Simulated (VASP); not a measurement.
Write the native input for VASP 6.6.1 that does the following.

- Task: single point
- Functional: r2SCAN
- Potentials or basis: VASP PAW PBE potentials, release 64 (Si)
- Cutoff: 520 eV
- k mesh: 9 × 9 × 9
- Occupations: fermi-dirac, width 0.05 eV
- Spin: no spin polarisation
- Dipole correction: no
- Further INCAR settings: ALGO = Normal; EDIFF = 1e-07; NBANDS = 11

Crystal: Si.

```
Si
1.0
     0.00000    2.68593    2.68593
     2.68593    0.00000    2.68593
     2.68593    2.68593    0.00000
Si
2
Cartesian
  2.6859 2.6859 2.6859
  4.0289 4.0289 4.0289
```

This cell differs from its parent crystal: volume scaled by 0.96.

The input as run:

POSCAR

```
Si
1.0
    0.0000000000      2.6859296089      2.6859296089
    2.6859296089      0.0000000000      2.6859296089
    2.6859296089      2.6859296089      0.0000000000
Si
2
Direct
    0.5000000000      0.5000000000      0.5000000000
    0.7500000000      0.7500000000      0.7500000000
```

INCAR.step1

```
  ALGO = Normal
  EDIFF = 1E-4
  ENCUT = 520
  GGA = PE
  ISMEAR = -1
  LASPH = T
  LCHARG = F
  LREAL = F
  LWAVE = T
  NBANDS = 11
  NELM = 60
  PREC = Accurate
  SIGMA = 0.05
```

INCAR.step2

```
  ALGO = Normal
  EDIFF = 1E-7
  ENCUT = 520
  ISIF = 2
  ISMEAR = -1
  ISTART = 1
  LASPH = T
  LCHARG = T
  LELF = T
  LMIXTAU = T
  LREAL = F
  LVHAR = T
  LWAVE = F
  METAGGA = R2SCAN
  NBANDS = 11
  NELM = 60
  PREC = Accurate
  SIGMA = 0.05
```

KPOINTS

```
k-points
0
Gamma
  9 9 9
```

Potentials or basis: VASP PAW PBE potentials, release 64 (Si).

Launch:

```bash
$ cat potpaw_PBE.64/Si/POTCAR > POTCAR
$ cp INCAR.step1 INCAR
$ mpirun -np 1 vasp_std > vasp.out
$ cp INCAR.step2 INCAR
$ mpirun -np 1 vasp_std > vasp.out
```

It gave:

```yaml
Pressure: 4.0 GPa
Band_gap_on_the_k_mesh: 0.73 eV, indirect (least direct gap 2.77 eV)
```

Caveat: the PAW data sets were made with another functional, which shifts forces and pressure a little.

Run time: 2.6 min on 1 thread of AMD EPYC 7R13 (shared host), peak memory 0.13 GiB.
